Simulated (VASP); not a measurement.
GaAs:

```
As Ga
1.0
     0.00000    2.84557    2.84557
     2.84557    0.00000    2.84557
     2.84557    2.84557    0.00000
As Ga
1 1
Direct
  0.75000 0.75000 0.75000
  0.00000 0.00000 0.00000
```

Base run:

| Property | Result |
| --- | --- |
| Program | VASP 6.6.1 |
| Functional | PBEsol |
| Dispersion | D3(BJ) |
| Potentials or basis | VASP PAW PBE potentials, release 64 (As, Ga_d) |
| Cutoff | 520 eV |
| k mesh | 8 × 8 × 8 |
| Occupations | fermi-dirac, width 0.05 eV |
| Spin | no spin polarisation |

Its results: band gap on the k mesh 0.31 eV, direct; pressure -3.0 GPa.

Task: The run is repeated on the same cell with these changes: functional from PBEsol to r2SCAN; further incar settings from ALGO = Normal; EDIFF = 1e-06; NBANDS = 16 to ALGO = Normal; EDIFF = 1e-07; NBANDS = 16. What comes out?

Result: Band gap on the k mesh 0.84 eV, direct; pressure -1.8 GPa.

Caveats: the PAW data sets were made with another functional, which shifts forces and pressure a little.

A k mesh can miss the band edges.
